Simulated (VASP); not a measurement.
# Co (P6_3/mmc) in VASP: further runs

The runs below take Co through single point, with RPBE.

All numbers are computed with VASP 6.6.1; they aren't measurements. Logs are shortened: lines on timing, memory, paths and dates and some standing lists are left out, and cuts for length are marked.

## Step 1: The cell of the first run

Symmetry: P6_3/mmc, No. 194, hexagonal system. The conventional cell has a = 2.584 Å, b = 2.584 Å, c = 8.384 Å, α = 90.00°, β = 90.00°, γ = 120.00°. Within 3.4 Å of Co (site symmetry -3m) lie 12 Co at 2.57 to 2.58 Å. Within 3.4 Å of Co (site symmetry -6m2) lie 12 Co at 2.57 to 2.58 Å.

## Step 2: Single point, RPBE, collinear spin, ferromagnetic start (volume scaled by 1.08)

INCAR

```
  PREC = Accurate
  ENCUT = 520
  EDIFF = 1E-7
  ISMEAR = -1
  SIGMA = 0.05
  LREAL = False
  LASPH = True
  NELM = 150
  ALGO = Normal
  ISIF = 2
  LWAVE = False
  LCHARG = True
  ISPIN = 2
  MAGMOM = 1.748 1.748 1.764 1.764
  LORBIT = 11
  LMAXMIX = 4
  GGA = RP
  LELF = True
  LVHAR = True
  NBANDS = 30
```

KPOINTS

```
regular mesh
0
Gamma
  16 16 5
```

POSCAR

```
Co
1.0
    2.5839750320      0.0000000000      0.0000000000
   -1.2919875160      2.2377880204      0.0000000000
    0.0000000000      0.0000000000      8.3840231695
Co
4
Direct
    0.0000000000      0.0000000000      0.0000000000
    0.0000000000      0.0000000000      0.5000000000
    0.3333333333      0.6666666667      0.2500000000
    0.6666666667      0.3333333333      0.7500000000
```

Potentials or basis: VASP PAW PBE potentials, release 64 (Co).

Started as:

```bash
$ cat potpaw_PBE.64/Co/POTCAR > POTCAR
$ mpirun -np 1 vasp_std > vasp.out
```

OUTCAR:

```text
PREC = Accurate
   ENCUT = 520
   EDIFF = 1E-7
   ISMEAR = -1
   LREAL = False
   LASPH = True
   NELM = 150
   ISIF = 2
   ISPIN = 2
   LORBIT = 11
   GGA = RP

 ion  position               nearest neighbor table
   1  0.000  0.000  0.000-   3 2.57   4 2.57   3 2.57   4 2.57   4 2.57   3 2.57
   2  0.000  0.000  0.500-   3 2.57   4 2.57   3 2.57   4 2.57   4 2.57   3 2.57
   3  0.333  0.667  0.250-   1 2.57   2 2.57   1 2.57   2 2.57   1 2.57   2 2.57
   4  0.667  0.333  0.750-   1 2.57   2 2.57   1 2.57   2 2.57   1 2.57   2 2.57

  LATTYP: Found a hexagonal cell.
 ALAT       =     2.5839750320
 C/A-ratio  =     3.2446223612

  Lattice vectors:

 A1 = (   2.5839750320,   0.0000000000,   0.0000000000)
 A2 = (  -1.2919875160,   2.2377880204,   0.0000000000)
 A3 = (   0.0000000000,   0.0000000000,   8.3840231695)

Analysis of symmetry for initial positions (statically):
=====================================================================
 Subroutine PRICEL returns:
 Original cell was already a primitive cell.

 Routine SETGRP: Setting up the symmetry group for a
 hexagonal supercell.

 Subroutine GETGRP returns: Found 24 space group operations
 (whereof 12 operations were pure point group operations)
 out of a pool of 24 trial point group operations.

The static configuration has the point symmetry D_3d.
 The point group associated with its full space group is D_6h.

Analysis of symmetry for dynamics (positions and initial velocities):
=====================================================================
 Subroutine PRICEL returns:
 Original cell was already a primitive cell.

 Routine SETGRP: Setting up the symmetry group for a
 hexagonal supercell.

 Subroutine GETGRP returns: Found 24 space group operations
 (whereof 12 operations were pure point group operations)
 out of a pool of 24 trial point group operations.

The dynamic configuration has the point symmetry D_3d.
 The point group associated with its full space group is D_6h.

Analysis of structural, dynamic, and magnetic symmetry:
=====================================================================
 Subroutine PRICEL returns:
 Original cell was already a primitive cell.

 Routine SETGRP: Setting up the symmetry group for a
 hexagonal supercell.

 Subroutine GETGRP returns: Found 24 space group operations
 (whereof 12 operations were pure point group operations)
 out of a pool of 24 trial point group operations.

The overall configuration has the point symmetry D_3d.
 The point group associated with its full space group is D_6h.

 Subroutine INISYM returns: Found 24 space group operations
 (whereof 12 operations are pure point group operations),
 and found     1 'primitive' translations

----------------------------------------------------------------------------------------

                                     Primitive cell

  volume of cell :      48.4797

  direct lattice vectors                    reciprocal lattice vectors
     2.583975032  0.000000000  0.000000000     0.387000643  0.223434926  0.000000000
    -1.291987516  2.237788020  0.000000000     0.000000000  0.446869851  0.000000000
     0.000000000  0.000000000  8.384023170     0.000000000  0.000000000  0.119274480

  length of vectors
     2.583975032  2.583975032  8.384023170     0.446869851  0.446869851  0.119274480

  position of ions in fractional coordinates (direct lattice)
     0.000000000  0.000000000  0.000000000
     0.000000000  0.000000000  0.500000000
     0.333333333  0.666666667  0.250000000
     0.666666667  0.333333333  0.750000000

  ion indices of the primitive-cell ions
   primitive index   ion index
                 1           1
                 2           2
                 3           3
                 4           4

----------------------------------------------------------------------------------------

 KPOINTS: regular mesh

Automatic generation of k-mesh.
 Grid dimensions read from file:
 generate k-points for:   16   16    5

 Generating k-lattice:

  Cartesian coordinates                     Fractional coordinates (reciprocal lattice)
     0.024187540  0.013964683  0.000000000     0.062500000 -0.000000000  0.000000000
     0.000000000  0.027929366  0.000000000     0.000000000  0.062500000  0.000000000
     0.000000000  0.000000000  0.023854896     0.000000000  0.000000000  0.200000000

  Length of vectors
     0.027929366  0.027929366  0.023854896

  Shift w.r.t. Gamma in fractional coordinates (k-lattice)
     0.000000000  0.000000000  0.000000000

 Subroutine IBZKPT returns following result:
 ===========================================

 Found     90 irreducible k-points:

 Following reciprocal coordinates:
            Coordinates               Weight
  0.000000  0.000000  0.000000      1.000000
  0.062500 -0.000000  0.000000      6.000000
  0.125000 -0.000000  0.000000      6.000000
  0.187500  0.000000  0.000000      6.000000
  0.250000 -0.000000  0.000000      6.000000
  0.312500  0.000000  0.000000      6.000000
[... 16 lines left out ...]
  0.187500  0.187500  0.000000      6.000000
  0.250000  0.187500  0.000000     12.000000
 [... further k-points ...]
   k-points           NKPTS =     90   k-points in BZ     NKDIM =     90   number of bands    NBANDS=     30
   number of dos      NEDOS =    301   number of ions     NIONS =      4
   total plane-waves  NPLWV =  25600
   dimension x,y,z NGX =    20 NGY =   20 NGZ =   64
   dimension x,y,z NGXF=    40 NGYF=   40 NGZF=  128
   ions per type =               4
   NGX,Y,Z   is equivalent  to a cutoff of  12.87, 12.87, 12.69 a.u.
   NGXF,Y,Z  is equivalent  to a cutoff of  25.73, 25.73, 25.38 a.u.
 SYSTEM =  unknown system
   PREC   = accura    normal or accurate (medium, high low for compatibility)
   ISTART =      0    job   : 0-new  1-cont  2-samecut
   ICHARG =      2    charge: 1-file 2-atom 10-const
   ISPIN  =      2    spin polarized calculation?
   LNONCOLLINEAR =      F non collinear calculations
   LSORBIT =      F    spin-orbit coupling
   LASPH  =      T    aspherical Exc in radial PAW
   ENCUT  =  520.0 eV  38.22 Ry    6.18 a.u.   4.80  4.80 15.59*2*pi/ulx,y,z
   NELM   =    150;   NELMIN=  2; NELMDL= -5     # of ELM steps
   EDIFF  = 0.1E-06   stopping-criterion for ELM
   LREAL  =      F    real-space projection
   EDIFFG = 0.1E-05   stopping-criterion for IOM
   NSW    =      0    number of steps for IOM
   IBRION =     -1    ionic relax: 0-MD 1-quasi-New 2-CG
   NFREE  =      0    steps in history (QN), initial steepest desc. (CG)
   ISIF   =      2    stress and relaxation
   ISYM   =      2    0-nonsym 1-usesym 2-fastsym
   POTIM  = 0.5000    time-step for ionic-motion
   TEBEG  =    0.0;   TEEND  =   0.0 temperature during run
   PSTRESS=    0.0 pullay stress
   NELECT =      36.0000    total number of electrons
   NUPDOWN=      -1.0000    fix difference up-down
   EMIN   =  10.00;   EMAX   =-10.00  energy-range for DOS
   EFERMI =   0.00;   METHOD = LEGACY
   ISMEAR =    -1;   SIGMA  =   0.05  broadening in eV -4-tet -1-fermi 0-gaus
   EFERMI_NEDOS =   21; number of points for ismear=-14 and -15
   IALGO  =     38    algorithm
   IMIX   =      4    mixing-type and parameters
     AMIX     =   0.40;   BMIX     =  1.00
     AMIX_MAG =   1.60;   BMIX_MAG =  1.00
  volume/ion in A,a.u.               =      12.12        81.79
  Fermi-wavevector in a.u.,A,eV,Ry     =   1.482481  2.801483 29.902196  2.197749
  Thomas-Fermi vector in A             =   2.596262
   LORBIT       =     11    0 simple, 1 ext, 2 COOP (PROOUT), +10 PAW based schemes
   GGA     = RP    functional components
   LHFCALC =     F    Hartree Fock is set to
   AEXX    =    0.0000 exact exchange contribution
   IVDW    =     0    specifies the selected vdW correction
   LEPSILON=     F    determine dielectric tensor
   LRPA    =     F    only Hartree local field effects (RPA)
 spin polarized calculation
  energy-cutoff  :      520.00
  volume of cell :       48.48
 maximum number of plane-waves:      1325
 NGX is ok and might be reduce to    20
   NGX =  9   NGY =  9   NGZ = 31

 number of electron      35.9999992 magnetization       6.8994900

 Free energy of the ion-electron system (eV)
  ---------------------------------------------------
  ext. energy  EPLUGINS =         0.00000000
  ---------------------------------------------------
  free energy    TOTEN  =       -25.89677233 eV

  energy without entropy =      -25.86311445  energy(sigma->0) =      -25.87994339

 E-fermi :   8.9972     XC(G=0): -12.6508

 val. band max:        8.9942608949   @ k =   0.0625   0.0625   0.2000
 cond. band min:       8.9978103154   @ k =   0.3750   0.0000   0.0000
 fundamental gap:      0.0035494204
 Fermi energy:         8.9971934185

 spin component 1

 k-point     1 :       0.0000    0.0000    0.0000
  band No.  band energies     occupation
      1       0.6729      1.00000
      2       2.7347      1.00000
      3       2.7617      1.00000
      4       4.2570      1.00000
      5       6.1364      1.00000
      6       6.1608      1.00000
[... 781 lines left out ...]
     29      19.6728      0.00000
     30      21.1723      0.00000

 [... further k-points ...]

 spin component 2

 k-point     1 :       0.0000    0.0000    0.0000
  band No.  band energies     occupation
      1       0.6002      1.00000
      2       2.7440      1.00000
      3       2.7480      1.00000
      4       5.2380      1.00000
      5       7.5871      1.00000
      6       7.6559      1.00000
[... 781 lines left out ...]
     29      20.1499      0.00000
     30      21.5785      0.00000

 [... further k-points ...]

------------------------ aborting loop because EDIFF is reached ----------------------------------------

  FORCE on cell =-STRESS in cart. coord.  units (eV):
  Direction    XX          YY          ZZ          XY          YZ          ZX
  --------------------------------------------------------------------------------------
  -------------------------------------------------------------------------------------
  Total       -3.7697460     -3.7697460     -3.8216621     -0.0000000      0.0000000     -0.0000000
  in kB     -124.5841941   -124.5841941   -126.2999374     -0.0000000      0.0000000     -0.0000000
  external PRESSURE =    -125.1561085 kB  Pullay stress =       0.0000000 kB

 VOLUME and BASIS-vectors are now :
 -----------------------------------------------------------------------------
  energy-cutoff  :      520.00
  volume of cell :       48.48
      direct lattice vectors                 reciprocal lattice vectors
     2.583975032  0.000000000  0.000000000     0.387000643  0.223434926  0.000000000
    -1.291987516  2.237788020  0.000000000     0.000000000  0.446869851  0.000000000
     0.000000000  0.000000000  8.384023170     0.000000000  0.000000000  0.119274480

 POSITION                                       TOTAL-FORCE (eV/Angst)
 -----------------------------------------------------------------------------------
      0.00000      0.00000      0.00000         0.000000      0.000000      0.000000
      0.00000      0.00000      4.19201         0.000000      0.000000      0.000000
     -0.00000      1.49186      2.09601         0.000000     -0.000000      0.000000
      1.29199      0.74593      6.28802        -0.000000      0.000000     -0.000000
 -----------------------------------------------------------------------------------
    total drift:                                0.000000     -0.000000      0.000000

  FREE ENERGIE OF THE ION-ELECTRON SYSTEM (eV)
  ---------------------------------------------------
  free  energy   TOTEN  =       -25.8967723301 eV

  energy  without entropy=      -25.8631144519  energy(sigma->0) =      -25.87994339

 total charge

# of ion       s       p       d       tot
------------------------------------------
    1        0.449   0.436   7.194   8.080
    2        0.449   0.436   7.194   8.080
    3        0.449   0.438   7.188   8.075
    4        0.449   0.438   7.188   8.075
--------------------------------------------------
tot          1.796   1.748  28.765  32.309

 magnetization (x)

# of ion       s       p       d       tot
------------------------------------------
    1       -0.013  -0.052   1.827   1.762
    2       -0.013  -0.052   1.827   1.762
    3       -0.012  -0.054   1.843   1.777
    4       -0.012  -0.054   1.843   1.777
--------------------------------------------------
tot         -0.050  -0.212   7.341   7.078
```

Wall time 3.3 min (1 thread of Intel Xeon Platinum 8488C (Sapphire Rapids), shared host); peak memory 0.3 GiB.

Results:

* Free energy: -25.8968 eV
* Pressure: -12.5 GPa
* Net moment: 6.90 μB per cell
* Site moments: Co +1.76, +1.78 μB
* Valence electrons inside the program's atomic spheres: Co 8.08, 8.07

Stress tensor (GPa, compression positive):
```
-12.46   0.00   0.00
  0.00 -12.46   0.00
  0.00   0.00 -12.63
```

Levels at points of the mesh, in eV from the Fermi level:
Spin up:
```tsv
k point	band 20	band 21	band 22	band 23	band 24	band 25
(0.00, 0.00, 0.00)	-1.40	-1.40	-1.07	-1.07	-0.10	5.31
(0.50, 0.00, 0.00)	-0.83	0.24	1.27	1.98	2.59	5.96
```
Spin down:
```
           k point  band 11  band 12  band 13  band 14  band 15  band 16  band 17  band 18
(0.00, 0.00, 0.00)    -0.88    -0.66    -0.66    -0.64    -0.64    -0.25     0.12     0.12
(0.50, 0.00, 0.00)    -0.62    -0.04     0.01     0.42     1.04     1.08     1.09     1.09
```

Caveat: the PAW data sets were made with another functional, which shifts forces and pressure a little.

(Continued in part 2 of 2.)
